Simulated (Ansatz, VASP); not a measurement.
One calculation of KF, two programs

```
K F
1.0
     0.00000    2.71004    2.71004
     2.71004    0.00000    2.71004
     2.71004    2.71004    0.00000
K F
1 1
Direct
  0.00000 0.00000 0.00000
  0.50000 0.50000 0.50000
```

Alike in both runs: task relaxation of cell and atoms; functional PBE; k mesh 8 × 8 × 8; no spin polarisation.

```csv
,VASP,Ansatz
version,VASP 6.6.1,Ansatz 0.2.0
potentials or method,"VASP PAW PBE potentials, release 64 (K_sv, F), cutoff 600 eV","scalar-relativistic, plane waves, PAW"
occupations,"gaussian, width 0.01 eV",fixed
valence electrons in the cell,16,16
```

```csv
,VASP,Ansatz,Ansatz less VASP
"gap on the k mesh at the Fermi level, each at its own relaxed structure (eV)",5.95,5.96,+0.012
relaxed volume (Å³/atom),19.91,19.91,+0.002
relaxed cell length with the largest relative difference (Å),3.833,3.833,+0.0001
```
